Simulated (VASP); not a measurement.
# TiSi (Pnma) in VASP: single point with PBEsol

Aim: the single point of TiSi with PBEsol.

Program: VASP 6.6.1. These are calculated values, not measurements. Logs are shortened: lines on timing, memory, paths and dates and some standing lists are left out, and cuts for length are marked.

### 1 The cell of the first run

Symmetry: Pnma, No. 62, orthorhombic system. The conventional cell has a = 6.452 Å, b = 3.622 Å, c = 4.964 Å, α = 90.00°, β = 90.00°, γ = 90.00°. Ti (site symmetry m) has 7 Si at 2.54 to 2.74 Å and 10 Ti at 3.18 to 3.62 Å within 3.7 Å. Si (site symmetry m) has 2 Si at 2.39 Å and 7 Ti at 2.54 to 2.74 Å within 3.2 Å.

### 2 Single point, PBEsol

The input, INCAR:

```
ALGO = Normal
EDIFF = 1E-7
ENCUT = 520
GGA = PS
ISIF = 2
ISMEAR = 0
LASPH = True
LCHARG = False
LREAL = False
LWAVE = False
NBANDS = 42
NELM = 80
PREC = Accurate
SIGMA = 0.1
```

The input, KPOINTS:

```
k-points
0
Gamma
  6 10 8
```

The input, POSCAR:

```
TiSi
1.0
    6.4518128522      0.0000000000      0.0000000000
    0.0000000000      3.6224438904      0.0000000000
    0.0000000000      0.0000000000      4.9637974192
Ti Si
4 4
Direct
    0.6761122806      0.2500000000      0.3705866202
    0.3238877194      0.7500000000      0.6294133798
    0.8238877194      0.7500000000      0.8705866202
    0.1761122806      0.2500000000      0.1294133798
    0.5441211306      0.2500000000      0.8536272411
    0.4558788694      0.7500000000      0.1463727589
    0.9558788694      0.7500000000      0.3536272411
    0.0441211306      0.2500000000      0.6463727589
```

Potentials or basis: VASP PAW PBE potentials, release 64 (Ti_sv, Si).

Launch:

```sh
cat potpaw_PBE.64/Ti_sv/POTCAR potpaw_PBE.64/Si/POTCAR > POTCAR
mpirun -np 1 vasp_std > vasp.out
```

OUTCAR:

```text
EDIFF = 1E-7
   ENCUT = 520
   GGA = PS
   ISIF = 2
   ISMEAR = 0
   LASPH = True
   LREAL = False
   NELM = 80
   PREC = Accurate

 ion  position               nearest neighbor table
   1  0.676  0.250  0.371-   5 2.54   6 2.56   6 2.56   7 2.56   7 2.56   5 2.70   8 2.74
   2  0.324  0.750  0.629-   6 2.54   5 2.56   5 2.56   8 2.56   8 2.56   6 2.70   7 2.74
   3  0.824  0.750  0.871-   7 2.54   8 2.56   8 2.56   5 2.56   5 2.56   7 2.70   6 2.74
   4  0.176  0.250  0.129-   8 2.54   7 2.56   7 2.56   6 2.56   6 2.56   8 2.70   5 2.74
   5  0.544  0.250  0.854-   6 2.39   6 2.39   1 2.54   2 2.56   2 2.56   3 2.56   3 2.56   1 2.70
                             4 2.74
   6  0.456  0.750  0.146-   5 2.39   5 2.39   2 2.54   1 2.56   1 2.56   4 2.56   4 2.56   2 2.70
                             3 2.74
   7  0.956  0.750  0.354-   8 2.39   8 2.39   3 2.54   4 2.56   4 2.56   1 2.56   1 2.56   3 2.70
                             2 2.74
   8  0.044  0.250  0.646-   7 2.39   7 2.39   4 2.54   3 2.56   3 2.56   2 2.56   2 2.56   4 2.70
                             1 2.74

  LATTYP: Found a simple orthorhombic cell.
 ALAT       =     3.6224438904
 B/A-ratio  =     1.3702896634
 C/A-ratio  =     1.7810663318

  Lattice vectors:

 A1 = (   0.0000000000,   3.6224438904,   0.0000000000)
 A2 = (   0.0000000000,   0.0000000000,   4.9637974192)
 A3 = (   6.4518128522,   0.0000000000,   0.0000000000)

Analysis of symmetry for initial positions (statically):
=====================================================================
 Subroutine PRICEL returns:
 Original cell was already a primitive cell.

 Routine SETGRP: Setting up the symmetry group for a
 simple orthorhombic supercell.

 Subroutine GETGRP returns: Found  8 space group operations
 (whereof  2 operations were pure point group operations)
 out of a pool of  8 trial point group operations.

The static configuration has the point symmetry S_2 .
 The point group associated with its full space group is D_2h.

Analysis of symmetry for dynamics (positions and initial velocities):
=====================================================================
 Subroutine PRICEL returns:
 Original cell was already a primitive cell.

 Routine SETGRP: Setting up the symmetry group for a
 simple orthorhombic supercell.

 Subroutine GETGRP returns: Found  8 space group operations
 (whereof  2 operations were pure point group operations)
 out of a pool of  8 trial point group operations.

The dynamic configuration has the point symmetry S_2 .
 The point group associated with its full space group is D_2h.

 Subroutine INISYM returns: Found  8 space group operations
 (whereof  2 operations are pure point group operations),
 and found     1 'primitive' translations

----------------------------------------------------------------------------------------

                                     Primitive cell

  volume of cell :     116.0105

  direct lattice vectors                    reciprocal lattice vectors
     6.451812852  0.000000000  0.000000000     0.154995196  0.000000000  0.000000000
     0.000000000  3.622443890  0.000000000     0.000000000  0.276056726  0.000000000
     0.000000000  0.000000000  4.963797419     0.000000000  0.000000000  0.201458665

  length of vectors
     6.451812852  3.622443890  4.963797419     0.154995196  0.276056726  0.201458665

  position of ions in fractional coordinates (direct lattice)
     0.676112281  0.250000000  0.370586620
     0.323887719  0.750000000  0.629413380
     0.823887719  0.750000000  0.870586620
     0.176112281  0.250000000  0.129413380
     0.544121131  0.250000000  0.853627241
     0.455878869  0.750000000  0.146372759
     0.955878869  0.750000000  0.353627241
     0.044121131  0.250000000  0.646372759

  ion indices of the primitive-cell ions
   primitive index   ion index
                 1           1
                 2           2
                 3           3
                 4           4
                 5           5
                 6           6
                 7           7
                 8           8

----------------------------------------------------------------------------------------

 KPOINTS: k-points

Automatic generation of k-mesh.
 Grid dimensions read from file:
 generate k-points for:    6   10    8

 Generating k-lattice:

  Cartesian coordinates                     Fractional coordinates (reciprocal lattice)
     0.025832533  0.000000000  0.000000000     0.166666667  0.000000000  0.000000000
     0.000000000  0.027605673  0.000000000     0.000000000  0.100000000  0.000000000
     0.000000000  0.000000000  0.025182333     0.000000000  0.000000000  0.125000000

  Length of vectors
     0.025832533  0.027605673  0.025182333

  Shift w.r.t. Gamma in fractional coordinates (k-lattice)
     0.000000000  0.000000000  0.000000000

 Subroutine IBZKPT returns following result:
 ===========================================

 Found    120 irreducible k-points:

 Following reciprocal coordinates:
            Coordinates               Weight
  0.000000  0.000000  0.000000      1.000000
  0.166667  0.000000  0.000000      2.000000
  0.333333  0.000000  0.000000      2.000000
  0.500000  0.000000  0.000000      1.000000
  0.000000  0.100000  0.000000      2.000000
  0.166667  0.100000  0.000000      4.000000
[... 16 lines left out ...]
  0.333333  0.500000  0.000000      2.000000
  0.500000  0.500000  0.000000      1.000000
 [... further k-points ...]
   k-points           NKPTS =    120   k-points in BZ     NKDIM =    120   number of bands    NBANDS=     42
   number of dos      NEDOS =    301   number of ions     NIONS =      8
   total plane-waves  NPLWV =  53760
   dimension x,y,z NGX =    48 NGY =   28 NGZ =   40
   dimension x,y,z NGXF=    96 NGYF=   56 NGZF=   80
   ions per type =               4   4
   NGX,Y,Z   is equivalent  to a cutoff of  12.37, 12.85, 13.40 a.u.
   NGXF,Y,Z  is equivalent  to a cutoff of  24.74, 25.70, 26.79 a.u.
 SYSTEM =  unknown system
   PREC   = accura    normal or accurate (medium, high low for compatibility)
   ISTART =      0    job   : 0-new  1-cont  2-samecut
   ICHARG =      2    charge: 1-file 2-atom 10-const
   ISPIN  =      1    spin polarized calculation?
   LNONCOLLINEAR =      F non collinear calculations
   LSORBIT =      F    spin-orbit coupling
   LASPH  =      T    aspherical Exc in radial PAW
   ENCUT  =  520.0 eV  38.22 Ry    6.18 a.u.  12.00  6.74  9.23*2*pi/ulx,y,z
   NELM   =     80;   NELMIN=  2; NELMDL= -5     # of ELM steps
   EDIFF  = 0.1E-06   stopping-criterion for ELM
   LREAL  =      F    real-space projection
   EDIFFG = 0.1E-05   stopping-criterion for IOM
   NSW    =      0    number of steps for IOM
   IBRION =     -1    ionic relax: 0-MD 1-quasi-New 2-CG
   NFREE  =      0    steps in history (QN), initial steepest desc. (CG)
   ISIF   =      2    stress and relaxation
   ISYM   =      2    0-nonsym 1-usesym 2-fastsym
   POTIM  = 0.5000    time-step for ionic-motion
   TEBEG  =    0.0;   TEEND  =   0.0 temperature during run
   PSTRESS=    0.0 pullay stress
   NELECT =      64.0000    total number of electrons
   NUPDOWN=      -1.0000    fix difference up-down
   EMIN   =  10.00;   EMAX   =-10.00  energy-range for DOS
   EFERMI =   0.00;   METHOD = LEGACY
   ISMEAR =     0;   SIGMA  =   0.10  broadening in eV -4-tet -1-fermi 0-gaus
   EFERMI_NEDOS =   21; number of points for ismear=-14 and -15
   IALGO  =     38    algorithm
   IMIX   =      4    mixing-type and parameters
     AMIX     =   0.40;   BMIX     =  1.00
     AMIX_MAG =   1.60;   BMIX_MAG =  1.00
  volume/ion in A,a.u.               =      14.50        97.86
  Fermi-wavevector in a.u.,A,eV,Ry     =   1.342669  2.537277 24.528043  1.802760
  Thomas-Fermi vector in A             =   2.470805
   LORBIT       =      0    0 simple, 1 ext, 2 COOP (PROOUT), +10 PAW based schemes
   GGA     = PS    functional components
   LHFCALC =     F    Hartree Fock is set to
   AEXX    =    0.0000 exact exchange contribution
   IVDW    =     0    specifies the selected vdW correction
   LEPSILON=     F    determine dielectric tensor
   LRPA    =     F    only Hartree local field effects (RPA)
 non-spin polarized calculation
 Gauss-broadening in eV      SIGMA  =   0.10
  energy-cutoff  :      520.00
  volume of cell :      116.01
 maximum number of plane-waves:      3156
 NGX is ok and might be reduce to    48
   NGX = 23   NGY = 13   NGZ = 19

 number of electron      64.0000015 magnetization

 Free energy of the ion-electron system (eV)
  ---------------------------------------------------
  ext. energy  EPLUGINS =         0.00000000
  ---------------------------------------------------
  free energy    TOTEN  =       -63.15994702 eV

  energy without entropy =      -63.15025374  energy(sigma->0) =      -63.15510038

 E-fermi :   9.8766     XC(G=0): -11.8337

 val. band max:        9.8671483132   @ k =   0.0000   0.1000   0.5000
 cond. band min:       9.8835145496   @ k =   0.1667   0.2000   0.3750
 fundamental gap:      0.0163662364
 Fermi energy:         9.8765619653

 k-point     1 :       0.0000    0.0000    0.0000
  band No.  band energies     occupation
      1     -46.6076      2.00000
      2     -46.5868      2.00000
      3     -46.5756      2.00000
      4     -46.5665      2.00000
      5     -23.0945      2.00000
      6     -23.0917      2.00000
[... 34 lines left out ...]
     41      12.2540      0.00000
     42      12.4871      0.00000

 k-point     2 :       0.1667    0.0000    0.0000
  band No.  band energies     occupation
      1     -46.6065      2.00000
      2     -46.5892      2.00000
      3     -46.5740      2.00000
      4     -46.5667      2.00000
      5     -23.0932      2.00000
      6     -23.0930      2.00000
[... 34 lines left out ...]
     41      12.2046      0.00000
     42      12.2627      0.00000

 k-point     3 :       0.3333    0.0000    0.0000
  band No.  band energies     occupation
      1     -46.6036      2.00000
      2     -46.5940      2.00000
      3     -46.5713      2.00000
      4     -46.5676      2.00000
      5     -23.0959      2.00000
      6     -23.0943      2.00000
[... 34 lines left out ...]
     41      12.2149      0.00000
     42      12.5414      0.00000

 k-point     4 :       0.5000    0.0000    0.0000
  band No.  band energies     occupation
      1     -46.5992      2.00000
      2     -46.5992      2.00000
      3     -46.5691      2.00000
      4     -46.5691      2.00000
      5     -23.0968      2.00000
      6     -23.0968      2.00000
[... 844 lines left out ...]
     41      12.8905      0.00000
     42      12.8927      0.00000

 k-point    23 :       0.3333    0.5000    0.0000
  band No.  band energies     occupation
      1     -46.5827      2.00000
      2     -46.5827      2.00000
      3     -46.5799      2.00000
      4     -46.5799      2.00000
      5     -23.0688      2.00000
      6     -23.0688      2.00000
[... 34 lines left out ...]
     41      12.9387      0.00000
     42      12.9438      0.00000

 k-point    24 :       0.5000    0.5000    0.0000
  band No.  band energies     occupation
      1     -46.5813      2.00000
      2     -46.5813      2.00000
      3     -46.5813      2.00000
      4     -46.5813      2.00000
      5     -23.0536      2.00000
      6     -23.0536      2.00000
[... 34 lines left out ...]
     41      13.0167      0.00000
     42      13.0167      0.00000

 [... further k-points ...]

------------------------ aborting loop because EDIFF is reached ----------------------------------------

  FORCE on cell =-STRESS in cart. coord.  units (eV):
  Direction    XX          YY          ZZ          XY          YZ          ZX
  --------------------------------------------------------------------------------------
  -------------------------------------------------------------------------------------
  Total        0.1061659      0.0983611      0.1131660      0.0000000      0.0000000      0.0000000
  in kB        1.4662160      1.3584279      1.5628921      0.0000000      0.0000000      0.0000000
  external PRESSURE =       1.4625120 kB  Pullay stress =       0.0000000 kB

 VOLUME and BASIS-vectors are now :
 -----------------------------------------------------------------------------
  energy-cutoff  :      520.00
  volume of cell :      116.01
      direct lattice vectors                 reciprocal lattice vectors
     6.451812852  0.000000000  0.000000000     0.154995196  0.000000000  0.000000000
     0.000000000  3.622443890  0.000000000     0.000000000  0.276056726  0.000000000
     0.000000000  0.000000000  4.963797419     0.000000000  0.000000000  0.201458665

 POSITION                                       TOTAL-FORCE (eV/Angst)
 -----------------------------------------------------------------------------------
      4.36215      0.90561      1.83952        -0.000012      0.000000     -0.000458
      2.08966      2.71683      3.12428         0.000012     -0.000000      0.000458
      5.31557      2.71683      4.32142         0.000012     -0.000000     -0.000458
      1.13624      0.90561      0.64238        -0.000012      0.000000      0.000458
      3.51057      0.90561      4.23723        -0.002016      0.000000      0.002587
      2.94125      2.71683      0.72656         0.002016      0.000000     -0.002587
      6.16715      2.71683      1.75533         0.002016      0.000000      0.002587
      0.28466      0.90561      3.20846        -0.002016      0.000000     -0.002587
 -----------------------------------------------------------------------------------
    total drift:                               -0.000000     -0.000000      0.000000

  FREE ENERGIE OF THE ION-ELECTRON SYSTEM (eV)
  ---------------------------------------------------
  free  energy   TOTEN  =       -63.1599470235 eV

  energy  without entropy=      -63.1502537409  energy(sigma->0) =      -63.15510038
```

It took 16 min on 1 thread of Intel Xeon 8259CL, shared host; peak memory 0.52 GiB.

What came out:

| Quantity | Value |
| --- | --- |
| Free energy | -63.1599 eV |
| Pressure | 0.1 GPa |
| Largest force | 0.003 eV/Å |
| Band gap on the k mesh | zero (bands 32 and 33 overlap by 0.29 eV) |

Forces on the atoms (eV/Å):
```
Ti   0.000  0.000  0.000
Ti   0.000  0.000  0.000
Ti   0.000  0.000  0.000
Ti   0.000  0.000  0.000
Si  -0.002  0.000  0.003
Si   0.002  0.000 -0.003
Si   0.002  0.000  0.003
Si  -0.002  0.000 -0.003
```

Caveat: the PAW data sets were made with another functional, which shifts forces and pressure a little.
